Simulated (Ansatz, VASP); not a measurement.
KBe2Br in VASP and in Ansatz

```
K Be Br
1.0
     2.65798   -3.99422    0.00000
     2.65798    3.99422    0.00000
     0.00000    0.00000    4.30483
K Be Br
1 2 1
Direct
  0.00000 0.00000 0.00000
  0.00000 0.50000 0.00000
  0.50000 0.00000 0.00000
  0.50000 0.50000 0.50000
```

Alike in both runs: task single point; functional PBE; k mesh 4 × 4 × 4; occupations gaussian, width 0.1 eV; no spin polarisation.

|  | VASP | Ansatz |
| --- | --- | --- |
| version | VASP 6.6.1 | Ansatz 0.2.0 |
| potentials or method | VASP PAW PBE potentials, release 64 (K_sv, Be, Br), cutoff 520 eV | scalar-relativistic, plane waves, PAW |
| valence electrons in the cell | 20 | 20 |

|  | VASP | Ansatz | Ansatz less VASP |
| --- | --- | --- | --- |
| gap on the k mesh at the Fermi level (eV) | none | none | - |
| pressure (GPa) | 7.9 | 7.8 | -0.07 |
| traceless stress, the component that is largest in VASP (GPa) | 20.67 | 20.66 | -0.008 |

A gap of «none» marks a metal or a gap that the smearing closes. With one functional, cell and mesh, what is left measures potentials, basis and numerics.

The k mesh is coarse, so the values compare programs but aren't converged.
